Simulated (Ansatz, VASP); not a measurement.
Two plane-wave programs on BN

```
B N
1.0
     2.58412    0.00000    0.00000
    -1.29206    2.23791    0.00000
     0.00000    0.00000    6.74525
B N
2 2
Cartesian
  0.0000 1.4919 1.6863
  1.2921 0.7460 5.0589
  0.0000 1.4919 5.0589
  1.2921 0.7460 1.6863
```

Alike in both runs: task single point; functional LDA; k mesh 12 × 12 × 4; occupations gaussian, width 0.05 eV; no spin polarisation.

```csv
,VASP,Ansatz
version,VASP 6.6.1,Ansatz 0.2.0
potentials or method,"VASP PAW LDA potentials, release 64 (B, N), cutoff 520 eV","scalar-relativistic, plane waves, PAW"
valence electrons in the cell,16,16
```

```csv
,VASP,Ansatz,Ansatz less VASP
gap on the k mesh at the Fermi level (eV),3.94,3.95,+0.010
least direct gap on the mesh (eV),4.27,4.27,+0.005
pressure (GPa),-23.3,-23.8,-0.47
"traceless stress, the component that is largest in VASP (GPa)",22.19,22.81,+0.627
```

Ansatz warns that its potentials were made for another functional, while VASP's fit it. LDA's correlation is that of Perdew and Zunger in VASP and of Perdew and Wang (1992) in Ansatz.
